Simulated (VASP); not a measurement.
# WS2 in VASP: a series of runs

Runs on WS2. Level: r2SCAN. Tasks: single point.

Everything below comes from runs of VASP 6.6.1. Logs are shortened: lines on timing, memory, paths and dates and some standing lists are left out, and cuts for length are marked.

### Step 1. The cell of the first run

The cell holds a slab with vacuum, 3 atoms: a = 3.181 Å, b = 3.181 Å, c = 16.951 Å, α = 90.00°, β = 90.00°, γ = 120.00°.

### Step 2. Single point, r2SCAN

Input file POSCAR:

```
WS2
1.0
    3.1810954061      0.0000000000      0.0000000000
   -1.5905477030      2.7549094335      0.0000000000
    0.0000000000      0.0000000000     16.9507399955
W S
1 2
Direct
    0.3333333333      0.6666666667      0.0000000000
    0.6666666667      0.3333333333      0.9080224901
    0.6666666667      0.3333333333      0.0919775099
```

Input file INCAR.step1:

```
  PREC = Accurate
  ENCUT = 520
  ISMEAR = 0
  SIGMA = 0.02
  LREAL = F
  LASPH = T
  NELM = 100
  NBANDS = 20
  GGA = PE
  ALGO = Normal
  EDIFF = 1E-4
  LWAVE = T
  LCHARG = F
```

Input file INCAR.step2:

```
  PREC = Accurate
  ENCUT = 520
  EDIFF = 1E-6
  ISMEAR = 0
  SIGMA = 0.02
  LREAL = F
  LASPH = T
  NELM = 100
  ALGO = Normal
  ISIF = 2
  LWAVE = F
  LCHARG = F
  METAGGA = R2SCAN
  LMIXTAU = T
  NBANDS = 20
  ISTART = 1
```

Input file KPOINTS:

```
regular mesh
0
Gamma
  12 12 2
```

Potentials or basis: VASP PAW PBE potentials, release 64 (W_sv, S).

Started as:

```bash
> cat potpaw_PBE.64/W_sv/POTCAR potpaw_PBE.64/S/POTCAR > POTCAR
> cp INCAR.step1 INCAR
> mpirun -np 1 vasp_std > vasp.out
> cp INCAR.step2 INCAR
> mpirun -np 1 vasp_std > vasp.out
```

OUTCAR:

```text
PREC = Accurate
   ENCUT = 520
   EDIFF = 1E-6
   ISMEAR = 0
   LREAL = F
   LASPH = T
   NELM = 100
   ISIF = 2
   METAGGA = R2SCAN
   ISTART = 1

 ion  position               nearest neighbor table
   1  0.333  0.667  0.000-   2 2.41   3 2.41   2 2.41   3 2.41   2 2.41   3 2.41
   2  0.667  0.333  0.908-   1 2.41   1 2.41   1 2.41
   3  0.667  0.333  0.092-   1 2.41   1 2.41   1 2.41

  LATTYP: Found a hexagonal cell.
 ALAT       =     3.1810954061
 C/A-ratio  =     5.3285858585

  Lattice vectors:

 A1 = (   3.1810954061,   0.0000000000,   0.0000000000)
 A2 = (  -1.5905477030,   2.7549094335,   0.0000000000)
 A3 = (   0.0000000000,   0.0000000000,  16.9507399955)

Analysis of symmetry for initial positions (statically):
=====================================================================
 Subroutine PRICEL returns:
 Original cell was already a primitive cell.

 Routine SETGRP: Setting up the symmetry group for a
 hexagonal supercell.

 Subroutine GETGRP returns: Found 12 space group operations
 (whereof 12 operations were pure point group operations)
 out of a pool of 24 trial point group operations.

The static configuration has the point symmetry D_3h.

Analysis of symmetry for dynamics (positions and initial velocities):
=====================================================================
 Subroutine PRICEL returns:
 Original cell was already a primitive cell.

 Routine SETGRP: Setting up the symmetry group for a
 hexagonal supercell.

 Subroutine GETGRP returns: Found 12 space group operations
 (whereof 12 operations were pure point group operations)
 out of a pool of 24 trial point group operations.

The dynamic configuration has the point symmetry D_3h.

 Subroutine INISYM returns: Found 12 space group operations
 (whereof 12 operations are pure point group operations),
 and found     1 'primitive' translations

----------------------------------------------------------------------------------------

                                     Primitive cell

  volume of cell :     148.5500

  direct lattice vectors                    reciprocal lattice vectors
     3.181095406  0.000000000  0.000000000     0.314357123  0.181494170  0.000000000
    -1.590547703  2.754909433  0.000000000     0.000000000  0.362988339  0.000000000
     0.000000000  0.000000000 16.950739996     0.000000000  0.000000000  0.058994475

  length of vectors
     3.181095406  3.181095406 16.950739996     0.362988339  0.362988339  0.058994475

  position of ions in fractional coordinates (direct lattice)
     0.333333333  0.666666667  0.000000000
     0.666666667  0.333333333  0.908022490
     0.666666667  0.333333333  0.091977510

  ion indices of the primitive-cell ions
   primitive index   ion index
                 1           1
                 2           2
                 3           3

----------------------------------------------------------------------------------------

 KPOINTS: regular mesh

Automatic generation of k-mesh.
 Grid dimensions read from file:
 generate k-points for:   12   12    2

 Generating k-lattice:

  Cartesian coordinates                     Fractional coordinates (reciprocal lattice)
     0.026196427  0.015124514  0.000000000     0.083333333 -0.000000000  0.000000000
     0.000000000  0.030249028  0.000000000     0.000000000  0.083333333  0.000000000
     0.000000000  0.000000000  0.029497237     0.000000000  0.000000000  0.500000000

  Length of vectors
     0.030249028  0.030249028  0.029497237

  Shift w.r.t. Gamma in fractional coordinates (k-lattice)
     0.000000000  0.000000000  0.000000000

 Subroutine IBZKPT returns following result:
 ===========================================

 Found     38 irreducible k-points:

 Following reciprocal coordinates:
            Coordinates               Weight
  0.000000  0.000000  0.000000      1.000000
  0.083333 -0.000000  0.000000      6.000000
  0.166667 -0.000000  0.000000      6.000000
  0.250000 -0.000000  0.000000      6.000000
  0.333333 -0.000000  0.000000      6.000000
  0.416667 -0.000000  0.000000      6.000000
[... 16 lines left out ...]
  0.250000 -0.000000  0.500000      6.000000
  0.333333 -0.000000  0.500000      6.000000
 [... further k-points ...]
   k-points           NKPTS =     38   k-points in BZ     NKDIM =     38   number of bands    NBANDS=     20
   number of dos      NEDOS =    301   number of ions     NIONS =      3
   total plane-waves  NPLWV =  72576
   dimension x,y,z NGX =    24 NGY =   24 NGZ =  126
   dimension x,y,z NGXF=    48 NGYF=   48 NGZF=  252
   ions per type =               1   2
   NGX,Y,Z   is equivalent  to a cutoff of  12.54, 12.54, 12.36 a.u.
   NGXF,Y,Z  is equivalent  to a cutoff of  25.09, 25.09, 24.72 a.u.
 SYSTEM =  unknown system
   PREC   = accura    normal or accurate (medium, high low for compatibility)
   ISTART =      1    job   : 0-new  1-cont  2-samecut
   ICHARG =      0    charge: 1-file 2-atom 10-const
   ISPIN  =      1    spin polarized calculation?
   LNONCOLLINEAR =      F non collinear calculations
   LSORBIT =      F    spin-orbit coupling
   LASPH  =      T    aspherical Exc in radial PAW
   ENCUT  =  520.0 eV  38.22 Ry    6.18 a.u.   5.91  5.91 31.52*2*pi/ulx,y,z
   NELM   =    100;   NELMIN=  2; NELMDL=  0     # of ELM steps
   EDIFF  = 0.1E-05   stopping-criterion for ELM
   LREAL  =      F    real-space projection
   EDIFFG = 0.1E-04   stopping-criterion for IOM
   NSW    =      0    number of steps for IOM
   IBRION =     -1    ionic relax: 0-MD 1-quasi-New 2-CG
   NFREE  =      0    steps in history (QN), initial steepest desc. (CG)
   ISIF   =      2    stress and relaxation
   ISYM   =      2    0-nonsym 1-usesym 2-fastsym
   POTIM  = 0.5000    time-step for ionic-motion
   TEBEG  =    0.0;   TEEND  =   0.0 temperature during run
   PSTRESS=    0.0 pullay stress
   NELECT =      26.0000    total number of electrons
   NUPDOWN=      -1.0000    fix difference up-down
   EMIN   =  10.00;   EMAX   =-10.00  energy-range for DOS
   EFERMI =   0.00;   METHOD = LEGACY
   ISMEAR =     0;   SIGMA  =   0.02  broadening in eV -4-tet -1-fermi 0-gaus
   EFERMI_NEDOS =   21; number of points for ismear=-14 and -15
   IALGO  =     38    algorithm
   IMIX   =      4    mixing-type and parameters
     AMIX     =   0.40;   BMIX     =  1.00
     AMIX_MAG =   1.60;   BMIX_MAG =  1.00
  volume/ion in A,a.u.               =      49.52       334.15
  Fermi-wavevector in a.u.,A,eV,Ry     =   0.915746  1.730509 11.409721  0.838591
  Thomas-Fermi vector in A             =   2.040523
   LORBIT       =      0    0 simple, 1 ext, 2 COOP (PROOUT), +10 PAW based schemes
   METAGGA = R2SCAN    functional components
   LHFCALC =     F    Hartree Fock is set to
   AEXX    =    0.0000 exact exchange contribution
   IVDW    =     0    specifies the selected vdW correction
   LEPSILON=     F    determine dielectric tensor
   LRPA    =     F    only Hartree local field effects (RPA)
 non-spin polarized calculation
 Gauss-broadening in eV      SIGMA  =   0.02
  energy-cutoff  :      520.00
  volume of cell :      148.55
 maximum number of plane-waves:      4030
 NGX is ok and might be reduce to    24
   NGX = 11   NGY = 11   NGZ = 63

 number of electron      25.9999999 magnetization

 Free energy of the ion-electron system (eV)
  ---------------------------------------------------
  ext. energy  EPLUGINS =         0.00000000
  ---------------------------------------------------
  free energy    TOTEN  =       -70.04086625 eV

  energy without entropy =      -70.04086625  energy(sigma->0) =      -70.04086625

 E-fermi :  -1.2042     XC(G=0):  -4.5953

 val. band max:       -1.3828972164   @ k =   0.0000   0.0000   0.5000
 cond. band min:       0.5275251343   @ k =   0.3333   0.3333   0.0000
 fundamental gap:      1.9104223507
 Fermi energy:        -1.2041664431

 k-point     1 :       0.0000    0.0000    0.0000
  band No.  band energies     occupation
      1     -77.3524      2.00000
      2     -40.9402      2.00000
      3     -40.7864      2.00000
      4     -40.7864      2.00000
      5     -16.8823      2.00000
      6     -15.1426      2.00000
[... 12 lines left out ...]
     19       4.6628      0.00000
     20       4.7710      0.00000

 k-point     2 :       0.0833   -0.0000    0.0000
  band No.  band energies     occupation
      1     -77.3511      2.00000
      2     -40.9357      2.00000
      3     -40.8110      2.00000
      4     -40.7921      2.00000
      5     -16.7631      2.00000
      6     -15.1004      2.00000
[... 12 lines left out ...]
     19       4.9082      0.00000
     20       5.0599      0.00000

 k-point     3 :       0.1667   -0.0000    0.0000
  band No.  band energies     occupation
      1     -77.3476      2.00000
      2     -40.9234      2.00000
      3     -40.8776      2.00000
      4     -40.8076      2.00000
      5     -16.4238      2.00000
      6     -14.9806      2.00000
[... 12 lines left out ...]
     19       5.3068      0.00000
     20       5.9467      0.00000

 k-point     4 :       0.2500   -0.0000    0.0000
  band No.  band energies     occupation
      1     -77.3428      2.00000
      2     -40.9674      2.00000
      3     -40.9064      2.00000
      4     -40.8287      2.00000
      5     -15.9208      2.00000
      6     -14.8051      2.00000
[... 12 lines left out ...]
     19       5.9179      0.00000
     20       6.4618      0.00000

 k-point     5 :       0.3333   -0.0000    0.0000
  band No.  band energies     occupation
      1     -77.3380      2.00000
      2     -41.0559      2.00000
      3     -40.8895      2.00000
      4     -40.8497      2.00000
      5     -15.3538      2.00000
      6     -14.6131      2.00000
[... 12 lines left out ...]
     19       6.4556      0.00000
     20       6.5304      0.00000
[... 353 lines left out ...]
      6     -15.1004      2.00000
[... 12 lines left out ...]
     19       4.6309      0.00000
     20       5.2778      0.00000

 k-point    22 :       0.1667   -0.0000    0.5000
  band No.  band energies     occupation
      1     -77.3476      2.00000
      2     -40.9234      2.00000
      3     -40.8776      2.00000
      4     -40.8076      2.00000
      5     -16.4238      2.00000
      6     -14.9806      2.00000
[... 12 lines left out ...]
     19       5.1639      0.00000
     20       6.3625      0.00000

 k-point    23 :       0.2500   -0.0000    0.5000
  band No.  band energies     occupation
      1     -77.3428      2.00000
      2     -40.9674      2.00000
      3     -40.9064      2.00000
      4     -40.8287      2.00000
      5     -15.9208      2.00000
      6     -14.8051      2.00000
[... 12 lines left out ...]
     19       5.7136      0.00000
     20       6.8592      0.00000

 k-point    24 :       0.3333   -0.0000    0.5000
  band No.  band energies     occupation
      1     -77.3380      2.00000
      2     -41.0559      2.00000
      3     -40.8895      2.00000
      4     -40.8497      2.00000
      5     -15.3538      2.00000
      6     -14.6131      2.00000
[... 12 lines left out ...]
     19       6.4078      0.00000
     20       6.5751      0.00000

 [... further k-points ...]
[... 5 lines left out ...]
  --------------------------------------------------------------------------------------
  -------------------------------------------------------------------------------------
  Total        0.0774931      0.0774931      0.0450263      0.0000000      0.0000000     -0.0000000
  in kB        0.8357973      0.8357973      0.4856287      0.0000000      0.0000000     -0.0000000
  external PRESSURE =       0.7190745 kB  Pullay stress =       0.0000000 kB

 VOLUME and BASIS-vectors are now :
 -----------------------------------------------------------------------------
  energy-cutoff  :      520.00
  volume of cell :      148.55
      direct lattice vectors                 reciprocal lattice vectors
     3.181095406  0.000000000  0.000000000     0.314357123  0.181494170  0.000000000
    -1.590547703  2.754909433  0.000000000     0.000000000  0.362988339  0.000000000
     0.000000000  0.000000000 16.950739996     0.000000000  0.000000000  0.058994475

 POSITION                                       TOTAL-FORCE (eV/Angst)
 -----------------------------------------------------------------------------------
     -0.00000      1.83661      0.00000        -0.000000      0.000000      0.000000
      1.59055      0.91830     15.39165         0.000000      0.000000     -0.022201
      1.59055      0.91830      1.55909         0.000000     -0.000000      0.022201
 -----------------------------------------------------------------------------------
    total drift:                                0.000001     -0.000000     -0.000000

  FREE ENERGIE OF THE ION-ELECTRON SYSTEM (eV)
  ---------------------------------------------------
  free  energy   TOTEN  =       -70.0408662520 eV

  energy  without entropy=      -70.0408662520  energy(sigma->0) =      -70.04086625
```

Run time: 3.2 min. Hardware: 1 thread of Intel Xeon 6975P-C (Granite Rapids), shared host; peak memory 0.34 GiB.

Results:

| Item | Value |
| --- | --- |
| Free energy | -70.0409 eV |
| Largest force | 0.022 eV/Å |
| Band gap on the k mesh | 1.91 eV, indirect (least direct gap 1.93 eV) |

Forces on the atoms (eV/Å):
```
W    0.000  0.000  0.000
S    0.000  0.000 -0.022
S    0.000  0.000  0.022
```

Caveat: the PAW data sets were made with another functional, which shifts forces and pressure a little; spin-orbit coupling is left out, which moves the levels of the heavy elements.

(Part 1 of 2 ends here.)
